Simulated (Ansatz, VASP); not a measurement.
**Two plane-wave programs on Lu**

File INCAR:

```
ALGO = Normal
EDIFF = 1E-6
ENCUT = 520
GGA = PE
ISIF = 2
ISMEAR = 1
LASPH = True
LCHARG = True
LELF = True
LREAL = False
LVHAR = True
LWAVE = False
NBANDS = 32
NELM = 100
PREC = Accurate
SIGMA = 0.1
```

Contents of KPOINTS:

```
k-points
0
Gamma
  10 10 5
```

The input POSCAR:

```
Lu
1.0
    3.3822058632      0.0000000000      0.0000000000
   -1.6911029316      2.9290761964      0.0000000000
    0.0000000000      0.0000000000      5.3593350250
Lu
2
Direct
    0.3333333333      0.6666666667      0.2500000000
    0.6666666667      0.3333333333      0.7500000000
```

Input for Ansatz:

```yaml
crystal:
  lattice:
    - [3.3822058632119814, 0.0, 0.0]
    - [-1.6911029316059907, 2.929076196441912, 0.0]
    - [0.0, 0.0, 5.359335025007391]
  atoms:
    - { symbol: Lu, position: [0.3333333333333333, 0.6666666666666666, 0.25] }
    - { symbol: Lu, position: [0.6666666666666666, 0.3333333333333333, 0.75] }
basis:
  ecutwfc: 500.0
kpoints:
  mp_grid:
    grid: [10, 10, 5]
hamiltonian:
  xc: pbe
  pseudopotentials:
    kind: paw
scf:
  occupations:
    method: cold
    width: 0.1
output:
  stress: true
```

Alike in both runs: task single point; functional PBE; k mesh 10 × 10 × 5; no spin polarisation.

|  | VASP | Ansatz |
| --- | --- | --- |
| version | VASP 6.6.1 | Ansatz 0.2.0 |
| potentials or method | VASP PAW PBE potentials, release 64 (Lu), cutoff 520 eV | plane waves, PAW |
| occupations | methfessel-paxton of order 1, width 0.1 eV | cold, width 0.1 eV |
| valence electrons in the cell | 50 | 50 |

```csv
,VASP,Ansatz,Ansatz less VASP
pressure (GPa),5.1,4.9,-0.12
"traceless stress, the component that is largest in VASP (GPa)",-1.16,-1.16,-0.005
```

Spin-orbit coupling is off throughout.
